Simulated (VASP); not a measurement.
# HfBBr2 (P-3m1) in VASP: a series of runs, part 2 of 3

VASP 6.6.1. Earlier steps stand in the parts before.

## 3. Single point, PBE

This run uses another cell than the first one, of the same volume but with other edges.

The input, INCAR:

```
SYSTEM = HfBBr2
PREC     = Accurate       ! precision mode
ENCUT    = 520            ! plane-wave cutoff, eV
EDIFF    = 1E-6           ! SCF threshold, eV
ISMEAR   = 0              ! smearing method
SIGMA    = 0.1            ! smearing width, eV
LREAL    = .False.        ! projectors in reciprocal space
LASPH    = .True.         ! aspherical terms in the spheres
NELM     = 100            ! most SCF steps
ALGO     = Normal         ! electronic algorithm
ISIF     = 2              ! what is computed and relaxed
LWAVE    = .False.        ! write WAVECAR
LCHARG   = .False.        ! write CHGCAR
GGA      = PE             ! functional
NBANDS   = 22             ! bands
```

The input, KPOINTS:

```
regular mesh
0
Gamma
  6 6 4
  0 0 0
```

The input, POSCAR:

```
HfBBr2
1.0
    4.8118824281      0.0000000000      0.0000000000
   -2.4059412140      4.1672124228      0.0000000000
    0.0000000000      0.0000000000      4.6825020680
Hf B Br
1 1 2
Direct
    0.0000000000      0.0000000000      0.5000000000
    0.0000000000      0.0000000000      0.0000000000
    0.3333333333      0.6666666667      0.6880117438
    0.6666666667      0.3333333333      0.3119882562
```

Potentials or basis: VASP PAW PBE potentials, release 64 (Hf_pv, B, Br).

Command:

```sh
cat potpaw_PBE.64/Hf_pv/POTCAR potpaw_PBE.64/B/POTCAR potpaw_PBE.64/Br/POTCAR > POTCAR
mpirun -np 1 vasp_std > vasp.out
```

OUTCAR:

```text
SYSTEM = HfBBr2
   PREC = Accurate
   ENCUT = 520
   EDIFF = 1E-6
   ISMEAR = 0
   LREAL = .False.
   LASPH = .True.
   NELM = 100
   ISIF = 2
   GGA = PE

 ion  position               nearest neighbor table
   1  0.000  0.000  0.500-   2 2.34   2 2.34   4 2.91   3 2.91   4 2.91   3 2.91   4 2.91   3 2.91

   2  0.000  0.000  0.000-   1 2.34   1 2.34
   3  0.333  0.667  0.688-   1 2.91   1 2.91   1 2.91
   4  0.667  0.333  0.312-   1 2.91   1 2.91   1 2.91

  LATTYP: Found a hexagonal cell.
 ALAT       =     4.8118824281
 C/A-ratio  =     0.9731123189

  Lattice vectors:

 A1 = (   4.8118824281,   0.0000000000,   0.0000000000)
 A2 = (  -2.4059412140,   4.1672124228,   0.0000000000)
 A3 = (   0.0000000000,   0.0000000000,   4.6825020680)

Analysis of symmetry for initial positions (statically):
=====================================================================
 Subroutine PRICEL returns:
 Original cell was already a primitive cell.

 Routine SETGRP: Setting up the symmetry group for a
 hexagonal supercell.

 Subroutine GETGRP returns: Found 12 space group operations
 (whereof 12 operations were pure point group operations)
 out of a pool of 24 trial point group operations.

The static configuration has the point symmetry D_3d.

Analysis of symmetry for dynamics (positions and initial velocities):
=====================================================================
 Subroutine PRICEL returns:
 Original cell was already a primitive cell.

 Routine SETGRP: Setting up the symmetry group for a
 hexagonal supercell.

 Subroutine GETGRP returns: Found 12 space group operations
 (whereof 12 operations were pure point group operations)
 out of a pool of 24 trial point group operations.

The dynamic configuration has the point symmetry D_3d.

 Subroutine INISYM returns: Found 12 space group operations
 (whereof 12 operations are pure point group operations),
 and found     1 'primitive' translations

----------------------------------------------------------------------------------------

                                     Primitive cell

  volume of cell :      93.8942

  direct lattice vectors                    reciprocal lattice vectors
     4.811882428  0.000000000  0.000000000     0.207818876  0.119984284  0.000000000
    -2.405941214  4.167212423  0.000000000     0.000000000  0.239968569  0.000000000
     0.000000000  0.000000000  4.682502068     0.000000000  0.000000000  0.213561038

  length of vectors
     4.811882428  4.811882428  4.682502068     0.239968569  0.239968569  0.213561038

  position of ions in fractional coordinates (direct lattice)
     0.000000000  0.000000000  0.500000000
     0.000000000  0.000000000  0.000000000
     0.333333333  0.666666667  0.688011744
     0.666666667  0.333333333  0.311988256

  ion indices of the primitive-cell ions
   primitive index   ion index
                 1           1
                 2           2
                 3           3
                 4           4

----------------------------------------------------------------------------------------

 KPOINTS: regular mesh

Automatic generation of k-mesh.
 Grid dimensions read from file:
 generate k-points for:    6    6    4

 Generating k-lattice:

  Cartesian coordinates                     Fractional coordinates (reciprocal lattice)
     0.034636479  0.019997381  0.000000000     0.166666667  0.000000000  0.000000000
     0.000000000  0.039994761  0.000000000     0.000000000  0.166666667  0.000000000
     0.000000000  0.000000000  0.053390259     0.000000000  0.000000000  0.250000000

  Length of vectors
     0.039994761  0.039994761  0.053390259

  Shift w.r.t. Gamma in fractional coordinates (k-lattice)
     0.000000000  0.000000000  0.000000000

 Subroutine IBZKPT returns following result:
 ===========================================

 Found     24 irreducible k-points:

 Following reciprocal coordinates:
            Coordinates               Weight
  0.000000  0.000000  0.000000      1.000000
  0.166667 -0.000000  0.000000      6.000000
  0.333333 -0.000000  0.000000      6.000000
  0.500000 -0.000000  0.000000      3.000000
  0.166667  0.166667  0.000000      6.000000
  0.333333  0.166667  0.000000     12.000000
[... 16 lines left out ...]
  0.333333  0.166667  0.500000     12.000000
  0.333333  0.333333  0.500000      2.000000
   k-points           NKPTS =     24   k-points in BZ     NKDIM =     24   number of bands    NBANDS=     22
   number of dos      NEDOS =    301   number of ions     NIONS =      4
   total plane-waves  NPLWV =  46656
   dimension x,y,z NGX =    36 NGY =   36 NGZ =   36
   dimension x,y,z NGXF=    72 NGYF=   72 NGZF=   72
   ions per type =               1   1   2
   NGX,Y,Z   is equivalent  to a cutoff of  12.44, 12.44, 12.78 a.u.
   NGXF,Y,Z  is equivalent  to a cutoff of  24.88, 24.88, 25.56 a.u.
 SYSTEM =  HfBBr2
   PREC   = accura    normal or accurate (medium, high low for compatibility)
   ISTART =      0    job   : 0-new  1-cont  2-samecut
   ICHARG =      2    charge: 1-file 2-atom 10-const
   ISPIN  =      1    spin polarized calculation?
   LNONCOLLINEAR =      F non collinear calculations
   LSORBIT =      F    spin-orbit coupling
   LASPH  =      T    aspherical Exc in radial PAW
   ENCUT  =  520.0 eV  38.22 Ry    6.18 a.u.   8.95  8.95  8.71*2*pi/ulx,y,z
   NELM   =    100;   NELMIN=  2; NELMDL= -5     # of ELM steps
   EDIFF  = 0.1E-05   stopping-criterion for ELM
   LREAL  =      F    real-space projection
   EDIFFG = 0.1E-04   stopping-criterion for IOM
   NSW    =      0    number of steps for IOM
   IBRION =     -1    ionic relax: 0-MD 1-quasi-New 2-CG
   NFREE  =      0    steps in history (QN), initial steepest desc. (CG)
   ISIF   =      2    stress and relaxation
   ISYM   =      2    0-nonsym 1-usesym 2-fastsym
   POTIM  = 0.5000    time-step for ionic-motion
   TEBEG  =    0.0;   TEEND  =   0.0 temperature during run
   PSTRESS=    0.0 pullay stress
   NELECT =      27.0000    total number of electrons
   NUPDOWN=      -1.0000    fix difference up-down
   EMIN   =  10.00;   EMAX   =-10.00  energy-range for DOS
   EFERMI =   0.00;   METHOD = LEGACY
   ISMEAR =     0;   SIGMA  =   0.10  broadening in eV -4-tet -1-fermi 0-gaus
   EFERMI_NEDOS =   21; number of points for ismear=-14 and -15
   IALGO  =     38    algorithm
   IMIX   =      4    mixing-type and parameters
     AMIX     =   0.40;   BMIX     =  1.00
     AMIX_MAG =   1.60;   BMIX_MAG =  1.00
  volume/ion in A,a.u.               =      23.47       158.41
  Fermi-wavevector in a.u.,A,eV,Ry     =   1.080562  2.041967 15.886370  1.167615
  Thomas-Fermi vector in A             =   2.216557
   LORBIT       =      0    0 simple, 1 ext, 2 COOP (PROOUT), +10 PAW based schemes
   GGA     = PE    functional components
   LHFCALC =     F    Hartree Fock is set to
   AEXX    =    0.0000 exact exchange contribution
   IVDW    =     0    specifies the selected vdW correction
   LEPSILON=     F    determine dielectric tensor
   LRPA    =     F    only Hartree local field effects (RPA)
 non-spin polarized calculation
 Gauss-broadening in eV      SIGMA  =   0.10
  energy-cutoff  :      520.00
  volume of cell :       93.89
 maximum number of plane-waves:      2543
   NGX = 17   NGY = 17   NGZ = 17

 number of electron      27.0000002 magnetization

 Free energy of the ion-electron system (eV)
  ---------------------------------------------------
  ext. energy  EPLUGINS =         0.00000000
  ---------------------------------------------------
  free energy    TOTEN  =       -18.95752965 eV

  energy without entropy =      -18.93947019  energy(sigma->0) =      -18.94849992

 E-fermi :   3.6219     XC(G=0):  -9.3285

 val. band max:        3.6087636739   @ k =   0.1667  -0.0000   0.2500
 cond. band min:       3.6342317536   @ k =  -0.1667   0.5000   0.2500
 fundamental gap:      0.0254680797
 Fermi energy:         3.6218994872

 k-point     1 :       0.0000    0.0000    0.0000
  band No.  band energies     occupation
      1     -28.2633      2.00000
      2     -28.2633      2.00000
      3     -27.7461      2.00000
      4     -13.3463      2.00000
      5     -12.0921      2.00000
      6      -3.0180      2.00000
[... 574 lines left out ...]
      6      -2.9277      2.00000
[... 14 lines left out ...]
     21      11.4891      0.00000
     22      11.4891      0.00000

------------------------ aborting loop because EDIFF is reached ----------------------------------------

  FORCE on cell =-STRESS in cart. coord.  units (eV):
  Direction    XX          YY          ZZ          XY          YZ          ZX
  --------------------------------------------------------------------------------------
  -------------------------------------------------------------------------------------
  Total       -0.2921230     -0.2921230     -0.0556924     -0.0000000      0.0000000      0.0000000
  in kB       -4.9846855     -4.9846855     -0.9503149     -0.0000000      0.0000000      0.0000000
  external PRESSURE =      -3.6398953 kB  Pullay stress =       0.0000000 kB

 VOLUME and BASIS-vectors are now :
 -----------------------------------------------------------------------------
  energy-cutoff  :      520.00
  volume of cell :       93.89
      direct lattice vectors                 reciprocal lattice vectors
     4.811882428  0.000000000  0.000000000     0.207818876  0.119984284  0.000000000
    -2.405941214  4.167212423  0.000000000     0.000000000  0.239968569  0.000000000
     0.000000000  0.000000000  4.682502068     0.000000000  0.000000000  0.213561038

 POSITION                                       TOTAL-FORCE (eV/Angst)
 -----------------------------------------------------------------------------------
      0.00000      0.00000      2.34125        -0.000000      0.000000      0.000000
      0.00000      0.00000      0.00000        -0.000000      0.000000      0.000000
     -0.00000      2.77814      3.22162        -0.000000      0.000000     -0.032227
      2.40594      1.38907      1.46089         0.000000     -0.000000      0.032227
 -----------------------------------------------------------------------------------
    total drift:                                0.000000     -0.000000      0.000000

  FREE ENERGIE OF THE ION-ELECTRON SYSTEM (eV)
  ---------------------------------------------------
  free  energy   TOTEN  =       -18.9575296539 eV

  energy  without entropy=      -18.9394701870  energy(sigma->0) =      -18.94849992
```

Run time: 33 s. Hardware: 1 thread of Intel Xeon 6975P-C, shared host; peak memory 0.23 GiB.

Results:

| Property | Result |
| --- | --- |
| Free energy | -18.9575 eV |
| Pressure | -0.4 GPa |
| Largest force | 0.032 eV/Å |

Forces in eV/Å, atoms in the order of the input:
```
Hf   0.000  0.000  0.000
B    0.000  0.000  0.000
Br   0.000  0.000 -0.032
Br   0.000  0.000  0.032
```

Caveat: spin-orbit coupling is left out, which moves the levels of the heavy elements; an odd number of electrons without spin polarisation forces a metal; a magnetic or distorted state may lie lower.

## 4. Relaxation of cell and atoms, PBE

This run uses another cell than the first one, of 38.22 Å³/atom, 1.629 times its volume.

The input, INCAR:

```
ALGO     = Normal         # electronic algorithm
EDIFF    = 1E-6           # SCF threshold, eV
EDIFFG   = -0.04          # ionic threshold
ENCUT    = 600            # plane-wave cutoff, eV
GGA      = PE             # functional
IBRION   = 2              # ionic algorithm
ISIF     = 3              # what is computed and relaxed
ISMEAR   = 0              # smearing method
LASPH    = True           # aspherical terms in the spheres
LCHARG   = False          # write CHGCAR
LREAL    = False          # projectors in reciprocal space
LWAVE    = False          # write WAVECAR
NELM     = 80             # most SCF steps
NSW      = 90             # ionic steps
PREC     = Accurate       # precision mode
SIGMA    = 0.1            # smearing width, eV
```

The input, KPOINTS:

```
k-points
0
Gamma
  6 6 2
```

The input, POSCAR:

```
HfBBr2
1.0
    4.8197012900      0.0000000000      0.0000000000
   -2.4098506400      4.1739837600      0.0000000000
    0.0000000000      0.0000000000      7.5990069300
Hf B Br
1 1 2
Direct
    0.0000000000      0.0000000000      0.5000000000
    0.0000000000      0.0000000000      0.0000000000
    0.3333333300      0.6666666700      0.8705982700
    0.6666666700      0.3333333300      0.1294017300
```

Command:

```sh
cat potpaw_PBE.64/Hf_pv/POTCAR potpaw_PBE.64/B/POTCAR potpaw_PBE.64/Br/POTCAR > POTCAR
mpirun -np 1 vasp_std > vasp.out
```

Run time: 21 min. Hardware: 1 thread of Intel Xeon 6975P-C, shared host; peak memory 0.38 GiB.

Results (log left out):

```yaml
Free_energy: -19.4765 eV
Relaxed_volume: 23.45 Å³/atom
Relaxed_cell: a = 4.958 Å, b = 4.958 Å, c = 4.407 Å, α = 90.00°, β = 90.00°, γ = 120.00°
Space_group_after_relaxing_to_0.05_Å: P-3m1 (No. 164)
Energy_gained_by_relaxing: 1857.8 meV/atom
Ionic_steps: 28
Pressure_after_relaxing: 0.0 GPa
Largest_force_after_relaxing: 0.010 eV/Å
```

Forces in eV/Å, atoms in the order of the input:
```
Hf   0.000  0.000  0.000
B    0.000  0.000  0.000
Br   0.000  0.000 -0.010
Br   0.000  0.000  0.010
```

Stress tensor (GPa, compression positive):
```
-0.08  0.00  0.00
 0.00 -0.08  0.00
 0.00  0.00  0.09
```

The path:
| step | energy change (eV) | largest force (eV/Å) | pressure (GPa) | volume (Å³) |
| --- | --- | --- | --- | --- |
| 1 | 0.0000 | 1.0499 | -5.48 | 152.87 |
| 2 | -1.1296 | 1.4684 | -5.94 | 125.72 |
| 3 | -2.2297 | 4.3717 | 22.08 | 63.72 |
| 4 | -2.4428 | 2.6133 | -2.26 | 91.74 |
| 5 | -2.6844 | 3.5277 | 4.69 | 76.89 |
| 6 | -3.2367 | 3.5441 | 8.71 | 71.48 |
| 7 | -2.9413 | 1.1961 | 47.98 | 56.35 |
| 8 | -3.5021 | 3.4368 | 17.02 | 65.82 |
| 9 | -3.5342 | 2.6367 | 29.12 | 61.02 |
| 10 | -3.9907 | 1.5766 | 31.38 | 60.86 |
| 11 | -4.3052 | 0.0908 | 37.79 | 60.36 |
| 12 | -5.3462 | 0.0956 | 23.01 | 65.76 |
| 13 | -6.4423 | 0.5667 | 5.33 | 78.12 |
| 14 | -6.2982 | 1.0435 | -8.39 | 107.06 |
| 15 | -6.6748 | 0.8901 | -3.18 | 90.86 |
| 16 | -6.6801 | 0.8569 | -2.35 | 89.18 |
| 17 | -6.7784 | 0.8769 | -1.98 | 89.59 |
| 18 | -7.0877 | 0.9468 | -1.42 | 90.65 |
| 19 | -7.0730 | 0.6687 | 1.89 | 91.88 |
| 20 | -7.2267 | 0.8096 | -0.36 | 91.38 |
| 21 | -7.2284 | 0.7921 | -0.18 | 91.45 |
| 22 | -7.2824 | 0.6693 | -0.01 | 91.48 |
| 23 | -7.3911 | 0.3079 | 0.55 | 91.57 |
| 24 | -7.3839 | 0.3187 | 2.34 | 91.74 |
| 25 | -7.4227 | 0.0282 | 1.35 | 91.65 |
| 26 | -7.4236 | 0.0127 | -1.10 | 95.51 |
| 27 | -7.4306 | 0.0075 | 0.04 | 93.60 |
| 28 | -7.4310 | 0.0095 | -0.03 | 93.82 |

Final structure:
```cif
data_structure
_symmetry_space_group_name_H-M 'P 1'
_symmetry_Int_Tables_number 1
_cell_length_a 4.9579
_cell_length_b 4.9579
_cell_length_c 4.4073
_cell_angle_alpha 90.000
_cell_angle_beta 90.000
_cell_angle_gamma 120.000
_cell_volume 93.82
loop_
_atom_site_label
_atom_site_type_symbol
_atom_site_fract_x
_atom_site_fract_y
_atom_site_fract_z
_atom_site_occupancy
Hf1 Hf 0.00000 0.00000 0.50000 1
B1 B 0.00000 0.00000 0.00000 1
Br1 Br 0.33333 0.66667 0.66453 1
Br2 Br 0.66667 0.33333 0.33547 1
```

Levels at points of the mesh, in eV from the Fermi level:
```
           k point  band 9  band 10  band 11  band 12  band 13  band 14  band 15  band 16  band 17
(0.00, 0.00, 0.00)   -3.75    -3.53    -3.53    -2.98     0.94     0.94     1.16     1.21     2.07
(0.50, 0.00, 0.00)   -4.21    -3.53    -3.10    -2.92     0.83     0.87     1.05     1.12     1.52
(0.00, 0.00, 0.50)   -3.94    -3.39    -3.39    -3.34    -2.77    -1.55    -1.55     2.63     3.63
(0.50, 0.00, 0.50)   -4.21    -4.16    -3.89    -2.73    -2.13    -0.68    -0.58     1.68     2.45
```

Caveat: the k points lie up to 0.71 Å⁻¹ apart in the final cell; the volume moved by over 15 % at a fixed basis, so the end points are rough; spin-orbit coupling is left out, which moves the levels of the heavy elements; an odd number of electrons without spin polarisation forces a metal; a magnetic or distorted state may lie lower.

(Part 2 of 3 ends here.)
